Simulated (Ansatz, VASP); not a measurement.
**Two plane-wave programs on Mg2Zn3S5**

The input INCAR:

```
PREC = Accurate ; ENCUT = 520
EDIFF = 1E-6 ; ISMEAR = 0
SIGMA = 0.1 ; LREAL = False
LASPH = True ; NELM = 100
ALGO = Normal ; ISIF = 2
LWAVE = False ; LCHARG = False
GGA = PE ; NBANDS = 46
```

The input KPOINTS:

```
regular mesh
0
Gamma
  4 4 4
```

The input POSCAR:

```
Mg2Zn3S5
1.0
    0.0000000000     -3.9161879896      0.0000000000
    3.9161879896      0.0000000000      0.0000000000
   -1.9580939948      1.9580939948     13.8996016075
Mg Zn S
2 3 5
Direct
    0.6010323798      0.6010323798      0.2020647596
    0.3989676202      0.3989676202      0.7979352404
    0.2020254754      0.2020254754      0.4040509507
    0.7979745246      0.7979745246      0.5959490493
    1.0000000000      1.0000000000      1.0000000000
    0.2500000000      0.7500000000      0.5000000000
    0.8460495216      0.3460495216      0.6920990431
    0.4518732269      0.9518732269      0.9037464537
    0.0481267731      0.5481267731      0.0962535463
    0.6539504784      0.1539504784      0.3079009569
```

Input for Ansatz:

```yaml
crystal:
  lattice:
    - [0.0, -3.9161879896, 0.0]
    - [3.9161879896, 0.0, 0.0]
    - [-1.9580939948, 1.9580939948, 13.8996016075]
  atoms:
    - { symbol: Mg, position: [0.6010323798, 0.6010323798, 0.2020647596] }
    - { symbol: Mg, position: [0.3989676202, 0.3989676202, 0.7979352404] }
    - { symbol: Zn, position: [0.2020254754, 0.2020254754, 0.4040509507] }
    - { symbol: Zn, position: [0.7979745246, 0.7979745246, 0.5959490493] }
    - { symbol: Zn, position: [1.0, 1.0, 1.0] }
    - { symbol: S, position: [0.25, 0.75, 0.5] }
    - { symbol: S, position: [0.8460495216, 0.3460495216, 0.6920990431] }
    - { symbol: S, position: [0.4518732269, 0.9518732269, 0.9037464537] }
    - { symbol: S, position: [0.0481267731, 0.5481267731, 0.0962535463] }
    - { symbol: S, position: [0.6539504784, 0.1539504784, 0.3079009569] }
basis:
  ecutwfc: 420
kpoints:
  mp_grid: { grid: [4, 4, 4] }
hamiltonian:
  xc: pbe
scf:
  occupations: { method: gaussian, width: 0.1 }
  lower_state_search: "off"
output:
  forces: true
  stress: true
  eigenvalues: true
```

Alike in both runs: task single point; functional PBE; k mesh 4 × 4 × 4; occupations gaussian, width 0.1 eV; no spin polarisation.

|  | VASP | Ansatz |
| --- | --- | --- |
| version | VASP 6.6.1 | Ansatz 0.2.0 |
| potentials or method | VASP PAW PBE potentials, release 64 (Mg, Zn, S), cutoff 520 eV | scalar-relativistic, plane waves, PAW |
| valence electrons in the cell | 70 | 86 |

Ansatz gave:

| Property | Result |
| --- | --- |
| gap on the k mesh at the Fermi level (eV) | 2.42 |
| least direct gap on the mesh (eV) | 2.42 |
| pressure (GPa) | 0.1 |
| traceless stress, the component that is largest in VASP (GPa) | -0.15 |
| rms of the force components (eV/Å) | 0.002 |

Task: Which values does VASP return?

Result: gap on the k mesh at the Fermi level (eV): 2.42; least direct gap on the mesh (eV): 2.42; pressure (GPa): 0.1; traceless stress, the component that is largest in VASP (GPa): -0.15; rms of the force components (eV/Å): 0.011.

Atom by atom the forces differ by 0.009 eV/Å (rms over components). VASP's potentials hold 70 valence electrons a cell and Ansatz's 86, so a difference there can come from the potentials and not from the codes.
